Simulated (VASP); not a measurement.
Here is a VASP 6.6.1 calculation.

The input INCAR:

```
  ALGO = Normal
  EDIFF = 1E-7
  EDIFFG = -0.01
  ENCUT = 500
  GGA = PE
  GGA_COMPAT = F
  IBRION = 2
  ISIF = 4
  ISMEAR = -1
  LASPH = T
  LCHARG = F
  LREAL = F
  LWAVE = F
  NELM = 120
  NELMIN = 4
  NSW = 50
  PREC = Accurate
  SIGMA = 0.03
```

File KPOINTS:

```
k-points
0
Gamma
  7 7 4
```

POSCAR

```
PbI2
1.0
    4.1909071028      0.0000000000      0.0000000000
   -2.0954535514      3.6294320159      0.0000000000
    0.0000000000      0.0000000000      6.5934486658
Pb I
1 2
Direct
    0.0000000000      0.0000000000      0.0000000000
    0.6666666667      0.3333333333      0.7409464800
    0.3333333333      0.6666666667      0.2590535200
```

Potentials or basis: VASP PAW PBE potentials, release 64 (Pb_d, I).

Launch:

```sh
$ cat potpaw_PBE.64/Pb_d/POTCAR potpaw_PBE.64/I/POTCAR > POTCAR
$ mpirun -np 1 vasp_std > vasp.out
```

Question: What does it give for the band gap on the k mesh?

Answer: 1.48 eV (least direct gap 1.81 eV).

Step by step:
| step | energy change (eV) | largest force (eV/Å) | pressure (GPa) | volume (Å³) |
| --- | --- | --- | --- | --- |
| 1 | 0.0000 | 2.0466 | 14.28 | 100.29 |
| 2 | -0.3267 | 1.2675 | 11.60 | 100.29 |
| 3 | -0.5278 | 0.0020 | 8.46 | 100.29 |
| 4 | -0.5276 | 0.0439 | 8.53 | 100.29 |
| 5 | -0.5293 | 0.0343 | 8.46 | 100.29 |
| 6 | -0.5310 | 0.0068 | 8.25 | 100.29 |

Caveat: spin-orbit coupling is left out, which moves the levels of the heavy elements; an odd mesh through Γ misses points on the zone boundary, where band edges can lie.
